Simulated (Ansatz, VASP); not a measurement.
# Ru: VASP beside Ansatz

INCAR

```
SYSTEM = Ru
ALGO = Fast ; EDIFF = 1E-6
ENCUT = 520 ; GGA = PE
ISIF = 2 ; ISMEAR = 0
LASPH = .TRUE. ; LCHARG = .TRUE.
LELF = .TRUE. ; LREAL = .FALSE.
LVHAR = .TRUE. ; LWAVE = .FALSE.
NBANDS = 21 ; NELM = 80
PREC = Accurate ; SIGMA = 0.1
```

KPOINTS

```
k-points
0
G
  24 24 12
  0 0 0
```

Contents of POSCAR:

```
Ru
1.0
    2.7199967389      0.0000000000      0.0000000000
   -1.3599983695      2.3555862741      0.0000000000
    0.0000000000      0.0000000000      4.2967707673
Ru
2
Direct
    0.3333333333      0.6666666667      0.2500000000
    0.6666666667      0.3333333333      0.7500000000
```

Input for Ansatz:

```yaml
crystal:
  lattice:
    - [2.7199967389, 0.0, 0.0]
    - [-1.3599983695, 2.3555862741, 0.0]
    - [0.0, 0.0, 4.2967707673]
  atoms:
    - { symbol: Ru, position: [0.3333333333, 0.6666666667, 0.25] }
    - { symbol: Ru, position: [0.6666666667, 0.3333333333, 0.75] }
basis:
  ecutwfc: 420
kpoints:
  mp_grid: { grid: [24, 24, 12] }
hamiltonian:
  xc: pbe
scf:
  occupations: { method: gaussian, width: 0.1 }
output:
  forces: true
  stress: true
  eigenvalues: true
```

Alike in both runs: task single point; functional PBE; k mesh 24 × 24 × 12; occupations gaussian, width 0.1 eV; no spin polarisation.

```csv
,VASP,Ansatz
version,VASP 6.6.1,Ansatz 0.2.0
potentials or method,"VASP PAW PBE potentials, release 64 (Ru_pv), cutoff 520 eV","scalar-relativistic, plane waves, PAW"
valence electrons in the cell,28,32
```

```csv
,VASP,Ansatz,Ansatz less VASP
gap on the k mesh at the Fermi level (eV),none,none,-
pressure (GPa),-0.1,0.0,+0.11
"traceless stress, the component that is largest in VASP (GPa)",-0.55,-0.56,-0.018
```

A gap of «none» marks a metal or a gap that the smearing closes. VASP's potentials hold 28 valence electrons a cell and Ansatz's 32, so a difference there can come from the potentials and not from the codes.
